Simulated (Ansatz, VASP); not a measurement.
# One calculation of Ge, two programs

```xyz
2
Lattice="0.0000 2.8514 2.8514 2.8514 0.0000 2.8514 2.8514 2.8514 0.0000" Properties=species:S:1:pos:R:3 pbc="T T T"
Ge    0.0000    0.0000    0.0000
Ge    1.4257    1.4257    1.4257
```

Alike in both runs: task single point; functional PBE; k mesh 14 × 14 × 14; occupations gaussian, width 0.1 eV; no spin polarisation.

|  | VASP | Ansatz |
| --- | --- | --- |
| version | VASP 6.6.1 | Ansatz 0.2.0 |
| potentials or method | VASP PAW PBE potentials, release 64 (Ge_d), cutoff 500 eV | scalar-relativistic, plane waves, PAW |
| valence electrons in the cell | 28 | 28 |

|  | VASP | Ansatz | Ansatz less VASP |
| --- | --- | --- | --- |
| gap on the k mesh at the Fermi level (eV) | none | none | - |
| pressure (GPa) | 1.8 | 1.9 | +0.15 |

A gap of «none» marks a metal or a gap that the smearing closes. With one functional, cell and mesh, what is left measures potentials, basis and numerics.
